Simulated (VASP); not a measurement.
# SrRe6 (Im-3m) in VASP: further runs

Runs on SrRe6. Level: PBE. Tasks: single point, relaxation of cell and atoms.

All numbers are computed with VASP 6.6.1; they aren't measurements. Logs are shortened: lines on timing, memory, paths and dates and some standing lists are left out, and cuts for length are marked.

## Step 1: The cell of the first run

The structure is cubic, space group Im-3m (No. 229). Conventional cell: a = 6.938 Å, b = 6.938 Å, c = 6.938 Å, α = 90.00°, β = 90.00°, γ = 90.00°. Within 5.1 Å of Sr (site symmetry m-3m) lie 24 Re at 3.88 Å. Within 3.2 Å of Re (site symmetry -4m2) lie 4 Re at 2.45 Å.

## Step 2: Single point, PBE

Input file INCAR:

```
SYSTEM = SrRe6
PREC     = Accurate       ! precision mode
ENCUT    = 520            ! plane-wave cutoff, eV
EDIFF    = 1E-7           ! SCF threshold, eV
ISMEAR   = 0              ! smearing method
SIGMA    = 0.1            ! smearing width, eV
LREAL    = .False.        ! projectors in reciprocal space
LASPH    = .True.         ! aspherical terms in the spheres
NELM     = 100            ! most SCF steps
ALGO     = Normal         ! electronic algorithm
ISIF     = 2              ! what is computed and relaxed
LWAVE    = .False.        ! write WAVECAR
LCHARG   = .True.         ! write CHGCAR
GGA      = PE             ! functional
LELF     = .True.         ! ELF
LVHAR    = .True.       
NBANDS   = 35             ! bands
```

Input file KPOINTS:

```
Automatic mesh
0
Gamma
  8 8 8
  0 0 0
```

Input file POSCAR:

```
SrRe6
1.0
   -3.4691825500      3.4691825500      3.4691825500
    3.4691825500     -3.4691825500      3.4691825500
    3.4691825500      3.4691825500     -3.4691825500
Sr Re
1 6
Direct
    0.0000000000      0.0000000000      0.0000000000
    0.7500000000      0.2500000000      0.5000000000
    0.2500000000      0.7500000000      0.5000000000
    0.5000000000      0.2500000000      0.7500000000
    0.7500000000      0.5000000000      0.2500000000
    0.5000000000      0.7500000000      0.2500000000
    0.2500000000      0.5000000000      0.7500000000
```

Potentials or basis: VASP PAW PBE potentials, release 64 (Sr_sv, Re).

Run with:

```console
> cat potpaw_PBE.64/Sr_sv/POTCAR potpaw_PBE.64/Re/POTCAR > POTCAR
> mpirun -np 1 vasp_std > vasp.out
```

OUTCAR:

```text
SYSTEM = SrRe6
   PREC = Accurate
   ENCUT = 520
   EDIFF = 1E-7
   ISMEAR = 0
   LREAL = .False.
   LASPH = .True.
   NELM = 100
   ISIF = 2
   GGA = PE

 ion  position               nearest neighbor table
   1  0.000  0.000  0.000-   2 3.88   3 3.88   4 3.88   7 3.88   2 3.88   3 3.88   4 3.88   5 3.88
                             6 3.88   7 3.88   2 3.88   3 3.88   5 3.88   7 3.88   2 3.88   5 3.88
   2  0.750  0.250  0.500-   4 2.45   5 2.45   7 2.45   6 2.45   1 3.88   1 3.88   1 3.88   1 3.88

   3  0.250  0.750  0.500-   4 2.45   6 2.45   7 2.45   5 2.45   1 3.88   1 3.88   1 3.88   1 3.88

   4  0.500  0.250  0.750-   2 2.45   5 2.45   7 2.45   3 2.45   1 3.88   1 3.88   1 3.88   1 3.88

   5  0.750  0.500  0.250-   2 2.45   3 2.45   6 2.45   4 2.45   1 3.88   1 3.88   1 3.88   1 3.88

   6  0.500  0.750  0.250-   2 2.45   3 2.45   5 2.45   7 2.45   1 3.88   1 3.88   1 3.88   1 3.88

   7  0.250  0.500  0.750-   3 2.45   4 2.45   6 2.45   2 2.45   1 3.88   1 3.88   1 3.88   1 3.88

  LATTYP: Found a body centered cubic cell.
 ALAT       =     6.9383651000

  Lattice vectors:

 A1 = (  -3.4691825500,   3.4691825500,   3.4691825500)
 A2 = (   3.4691825500,  -3.4691825500,   3.4691825500)
 A3 = (   3.4691825500,   3.4691825500,  -3.4691825500)

Analysis of symmetry for initial positions (statically):
=====================================================================
 Subroutine PRICEL returns:
 Original cell was already a primitive cell.

 Routine SETGRP: Setting up the symmetry group for a
 body centered cubic supercell.

 Subroutine GETGRP returns: Found 48 space group operations
 (whereof 48 operations were pure point group operations)
 out of a pool of 48 trial point group operations.

The static configuration has the point symmetry O_h .

Analysis of symmetry for dynamics (positions and initial velocities):
=====================================================================
 Subroutine PRICEL returns:
 Original cell was already a primitive cell.

 Routine SETGRP: Setting up the symmetry group for a
 body centered cubic supercell.

 Subroutine GETGRP returns: Found 48 space group operations
 (whereof 48 operations were pure point group operations)
 out of a pool of 48 trial point group operations.

The dynamic configuration has the point symmetry O_h .

 Subroutine INISYM returns: Found 48 space group operations
 (whereof 48 operations are pure point group operations),
 and found     1 'primitive' translations

----------------------------------------------------------------------------------------

                                     Primitive cell

  volume of cell :     167.0096

  direct lattice vectors                    reciprocal lattice vectors
    -3.469182550  3.469182550  3.469182550     0.000000000  0.144126172  0.144126172
     3.469182550 -3.469182550  3.469182550     0.144126172  0.000000000  0.144126172
     3.469182550  3.469182550 -3.469182550     0.144126172  0.144126172  0.000000000

  length of vectors
     6.008800437  6.008800437  6.008800437     0.203825187  0.203825187  0.203825187

  position of ions in fractional coordinates (direct lattice)
     0.000000000  0.000000000  0.000000000
     0.750000000  0.250000000  0.500000000
     0.250000000  0.750000000  0.500000000
     0.500000000  0.250000000  0.750000000
     0.750000000  0.500000000  0.250000000
     0.500000000  0.750000000  0.250000000
     0.250000000  0.500000000  0.750000000

  ion indices of the primitive-cell ions
   primitive index   ion index
                 1           1
                 2           2
                 3           3
                 4           4
                 5           5
                 6           6
                 7           7

----------------------------------------------------------------------------------------

 KPOINTS: Automatic mesh

Automatic generation of k-mesh.
 Grid dimensions read from file:
 generate k-points for:    8    8    8

 Generating k-lattice:

  Cartesian coordinates                     Fractional coordinates (reciprocal lattice)
     0.000000000  0.018015771  0.018015771     0.125000000  0.000000000  0.000000000
     0.018015771  0.000000000  0.018015771     0.000000000  0.125000000  0.000000000
     0.018015771  0.018015771  0.000000000     0.000000000  0.000000000  0.125000000

  Length of vectors
     0.025478148  0.025478148  0.025478148

  Shift w.r.t. Gamma in fractional coordinates (k-lattice)
     0.000000000  0.000000000  0.000000000

 Subroutine IBZKPT returns following result:
 ===========================================

 Found     29 irreducible k-points:

 Following reciprocal coordinates:
            Coordinates               Weight
  0.000000  0.000000  0.000000      1.000000
  0.125000  0.000000  0.000000     12.000000
  0.250000  0.000000  0.000000     12.000000
  0.375000  0.000000  0.000000     12.000000
  0.500000  0.000000  0.000000      6.000000
  0.125000  0.125000  0.000000     24.000000
[... 16 lines left out ...]
 -0.250000  0.250000  0.250000      6.000000
 -0.375000  0.375000  0.250000     24.000000
 [... further k-points ...]
   k-points           NKPTS =     29   k-points in BZ     NKDIM =     29   number of bands    NBANDS=     35
   number of dos      NEDOS =    301   number of ions     NIONS =      7
   total plane-waves  NPLWV = 110592
   dimension x,y,z NGX =    48 NGY =   48 NGZ =   48
   dimension x,y,z NGXF=    96 NGYF=   96 NGZF=   96
   ions per type =               1   6
   NGX,Y,Z   is equivalent  to a cutoff of  13.28, 13.28, 13.28 a.u.
   NGXF,Y,Z  is equivalent  to a cutoff of  26.56, 26.56, 26.56 a.u.
 SYSTEM =  SrRe6
   PREC   = accura    normal or accurate (medium, high low for compatibility)
   ISTART =      0    job   : 0-new  1-cont  2-samecut
   ICHARG =      2    charge: 1-file 2-atom 10-const
   ISPIN  =      1    spin polarized calculation?
   LNONCOLLINEAR =      F non collinear calculations
   LSORBIT =      F    spin-orbit coupling
   LASPH  =      T    aspherical Exc in radial PAW
   ENCUT  =  520.0 eV  38.22 Ry    6.18 a.u.  11.17 11.17 11.17*2*pi/ulx,y,z
   NELM   =    100;   NELMIN=  2; NELMDL= -5     # of ELM steps
   EDIFF  = 0.1E-06   stopping-criterion for ELM
   LREAL  =      F    real-space projection
   EDIFFG = 0.1E-05   stopping-criterion for IOM
   NSW    =      0    number of steps for IOM
   IBRION =     -1    ionic relax: 0-MD 1-quasi-New 2-CG
   NFREE  =      0    steps in history (QN), initial steepest desc. (CG)
   ISIF   =      2    stress and relaxation
   ISYM   =      2    0-nonsym 1-usesym 2-fastsym
   POTIM  = 0.5000    time-step for ionic-motion
   TEBEG  =    0.0;   TEEND  =   0.0 temperature during run
   PSTRESS=    0.0 pullay stress
   NELECT =      52.0000    total number of electrons
   NUPDOWN=      -1.0000    fix difference up-down
   EMIN   =  10.00;   EMAX   =-10.00  energy-range for DOS
   EFERMI =   0.00;   METHOD = LEGACY
   ISMEAR =     0;   SIGMA  =   0.10  broadening in eV -4-tet -1-fermi 0-gaus
   EFERMI_NEDOS =   21; number of points for ismear=-14 and -15
   IALGO  =     38    algorithm
   IMIX   =      4    mixing-type and parameters
     AMIX     =   0.40;   BMIX     =  1.00
     AMIX_MAG =   1.60;   BMIX_MAG =  1.00
  volume/ion in A,a.u.               =      23.86       161.01
  Fermi-wavevector in a.u.,A,eV,Ry     =   1.109589  2.096819 16.751325  1.231188
  Thomas-Fermi vector in A             =   2.246130
   LORBIT       =      0    0 simple, 1 ext, 2 COOP (PROOUT), +10 PAW based schemes
   GGA     = PE    functional components
   LHFCALC =     F    Hartree Fock is set to
   AEXX    =    0.0000 exact exchange contribution
   IVDW    =     0    specifies the selected vdW correction
   LEPSILON=     F    determine dielectric tensor
   LRPA    =     F    only Hartree local field effects (RPA)
 non-spin polarized calculation
 Gauss-broadening in eV      SIGMA  =   0.10
  energy-cutoff  :      520.00
  volume of cell :      167.01
 maximum number of plane-waves:      4537
 NGX is ok and might be reduce to    48
   NGX = 23   NGY = 23   NGZ = 23

 number of electron      52.0000005 magnetization

 Free energy of the ion-electron system (eV)
  ---------------------------------------------------
  ext. energy  EPLUGINS =         0.00000000
  ---------------------------------------------------
  free energy    TOTEN  =       -69.56555653 eV

  energy without entropy =      -69.54445098  energy(sigma->0) =      -69.55500376

 E-fermi :   3.4966     XC(G=0): -10.6249

 val. band max:        3.4890044527   @ k =   0.1250   0.0000   0.0000
 cond. band min:       3.5067025364   @ k =   0.2500   0.2500   0.1250
 fundamental gap:      0.0176980837
 Fermi energy:         3.4965633127

 k-point     1 :       0.0000    0.0000    0.0000
  band No.  band energies     occupation
      1     -31.7853      2.00000
      2     -13.7519      2.00000
      3     -13.7519      2.00000
      4     -13.7519      2.00000
      5      -3.7564      2.00000
      6      -1.4553      2.00000
[... 27 lines left out ...]
     34       6.4118      0.00000
     35       6.4565      0.00000

 k-point     2 :       0.1250    0.0000    0.0000
  band No.  band energies     occupation
      1     -31.7853      2.00000
      2     -13.7527      2.00000
      3     -13.7520      2.00000
      4     -13.7519      2.00000
      5      -3.6392      2.00000
      6      -1.3683      2.00000
[... 27 lines left out ...]
     34       6.4942      0.00000
     35       6.5310      0.00000

 k-point     3 :       0.2500    0.0000    0.0000
  band No.  band energies     occupation
      1     -31.7852      2.00000
      2     -13.7546      2.00000
      3     -13.7523      2.00000
      4     -13.7520      2.00000
      5      -3.3015      2.00000
      6      -1.1189      2.00000
[... 27 lines left out ...]
     34       6.5828      0.00000
     35       6.8185      0.00000
[... 723 lines left out ...]
 k-point    23 :      -0.2500    0.2500    0.2500
  band No.  band energies     occupation
      1     -31.7852      2.00000
      2     -13.7550      2.00000
      3     -13.7530      2.00000
      4     -13.7530      2.00000
      5      -2.9208      2.00000
      6      -0.7822      2.00000
[... 27 lines left out ...]
     34       6.5212      0.00000
     35       6.8220      0.00000

 k-point    24 :      -0.3750    0.3750    0.2500
  band No.  band energies     occupation
      1     -31.7852      2.00000
      2     -13.7554      2.00000
      3     -13.7534      2.00000
      4     -13.7533      2.00000
      5      -2.5016      2.00000
      6      -1.2812      2.00000
[... 27 lines left out ...]
     34       6.4281      0.00000
     35       6.5630      0.00000

 [... further k-points ...]
[... 5 lines left out ...]
  --------------------------------------------------------------------------------------
  -------------------------------------------------------------------------------------
  Total       -1.2388136     -1.2388136     -1.2388136     -0.0000000     -0.0000000      0.0000000
  in kB      -11.8843406    -11.8843406    -11.8843406     -0.0000000     -0.0000000      0.0000000
  external PRESSURE =     -11.8843406 kB  Pullay stress =       0.0000000 kB

 VOLUME and BASIS-vectors are now :
 -----------------------------------------------------------------------------
  energy-cutoff  :      520.00
  volume of cell :      167.01
      direct lattice vectors                 reciprocal lattice vectors
    -3.469182550  3.469182550  3.469182550     0.000000000  0.144126172  0.144126172
     3.469182550 -3.469182550  3.469182550     0.144126172  0.000000000  0.144126172
     3.469182550  3.469182550 -3.469182550     0.144126172  0.144126172  0.000000000

 POSITION                                       TOTAL-FORCE (eV/Angst)
 -----------------------------------------------------------------------------------
      0.00000      0.00000      0.00000         0.000000     -0.000000      0.000000
     -0.00000      3.46918      1.73459         0.000000      0.000000      0.000000
      3.46918     -0.00000      1.73459        -0.000000     -0.000000      0.000000
      1.73459      3.46918      0.00000        -0.000000      0.000000     -0.000000
     -0.00000      1.73459      3.46918        -0.000000      0.000000      0.000000
      1.73459     -0.00000      3.46918        -0.000000     -0.000000      0.000000
      3.46918      1.73459      0.00000         0.000000     -0.000000     -0.000000
 -----------------------------------------------------------------------------------
    total drift:                               -0.000000     -0.000000      0.000000

  FREE ENERGIE OF THE ION-ELECTRON SYSTEM (eV)
  ---------------------------------------------------
  free  energy   TOTEN  =       -69.5655565299 eV

  energy  without entropy=      -69.5444509829  energy(sigma->0) =      -69.55500376
```

Wall time 3.2 min (1 thread of Intel Xeon Platinum 8488C (Sapphire Rapids), shared host); peak memory 0.4 GiB.

Results:

| Item | Value |
| --- | --- |
| Free energy | -69.5656 eV |
| Pressure | -1.2 GPa |
| Band gap on the k mesh | zero (band 26 reaches 4.76 eV, above the bottom of band 27 at 2.75 eV) |

Levels at points of the mesh, in eV from the Fermi level:
| k point | band 23 | band 24 | band 25 | band 26 | band 27 | band 28 | band 29 | band 30 |
| --- | --- | --- | --- | --- | --- | --- | --- | --- |
| (0.00, 0.00, 0.00) | -1.00 | -1.00 | -0.75 | -0.75 | -0.75 | -0.11 | -0.11 | -0.11 |
| (0.50, 0.00, 0.00) | -0.71 | -0.64 | -0.56 | -0.39 | 0.36 | 0.36 | 1.21 | 1.33 |
| (0.50, 0.50, 0.50) | -1.06 | -1.06 | -1.06 | 1.27 | 1.43 | 1.43 | 1.44 | 1.97 |

Caveat: spin-orbit coupling is left out, which moves the levels of the heavy elements.

## Step 3: Single point, PBE

Input file INCAR:

```
PREC = Accurate ; ENCUT = 520
EDIFF = 1E-6 ; ISMEAR = 0
SIGMA = 0.1 ; LREAL = F
LASPH = T ; NELM = 100
ALGO = Normal ; ISIF = 2
LWAVE = F ; LCHARG = F
GGA = PE ; NBANDS = 35
```

Input file KPOINTS:

```
Automatic mesh
0
Gamma
  8 8 8
```

POSCAR is that of step 2.

Potentials or basis: VASP PAW PBE potentials, release 64 (Sr_sv, Re).

Run with:

```console
> cat potpaw_PBE.64/Sr_sv/POTCAR potpaw_PBE.64/Re/POTCAR > POTCAR
> mpirun -np 1 vasp_std > vasp.out
```

It took 2.9 min on 1 thread of Intel Xeon Platinum 8488C (Sapphire Rapids), shared host; peak memory 0.4 GiB.

The run converged. Its results:

- Free energy: -69.5656 eV
- Pressure: -1.2 GPa
- Band gap on the k mesh: zero (band 26 reaches 4.76 eV, above the bottom of band 27 at 2.75 eV)

Levels at points of the mesh, in eV from the Fermi level:
```tsv
k point	band 23	band 24	band 25	band 26	band 27	band 28	band 29	band 30
(0.00, 0.00, 0.00)	-1.00	-1.00	-0.75	-0.75	-0.75	-0.11	-0.11	-0.11
(0.50, 0.00, 0.00)	-0.71	-0.64	-0.56	-0.39	0.36	0.36	1.21	1.33
(0.50, 0.50, 0.50)	-1.06	-1.06	-1.06	1.27	1.43	1.43	1.44	1.97
```

Caveat: spin-orbit coupling is left out, which moves the levels of the heavy elements.

(Continued in part 2 of 2.)
